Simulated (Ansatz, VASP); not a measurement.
## Two plane-wave programs on SiSnGe2

```
Si Sn Ge
1.0
     4.10545    0.00000    0.00000
     0.00000    4.10545    0.00000
     0.00000    0.00000    5.85039
Si Sn Ge
1 1 2
Direct
  0.00000 0.00000 0.00000
  0.50000 0.50000 0.50000
  0.50000 0.00000 0.77449
  0.00000 0.50000 0.22551
```

Alike in both runs: functional PBEsol; k mesh 10 × 10 × 8; occupations gaussian, width 0.1 eV; no spin polarisation.

Ansatz relaxed the structure, and its values are those at the end. VASP's run is a single point on that final structure, the one shown.

|  | VASP | Ansatz |
| --- | --- | --- |
| version | VASP 6.6.1 | Ansatz 0.2.0 |
| potentials or method | VASP PAW PBE potentials, release 64 (Si, Sn_d, Ge_d), cutoff 500 eV | scalar-relativistic, plane waves, PAW |
| valence electrons in the cell | 46 | 46 |

```tsv
	VASP	Ansatz	Ansatz less VASP
gap on the k mesh at the Fermi level (eV)	none	none	-
pressure (GPa)	-0.1	0.0	+0.09
```

VASP's potentials were made for PBE, not for PBEsol. A gap of «none» marks a metal or a gap that the smearing closes. The functional is the same, so the differences come from potentials, cutoffs and numerics.
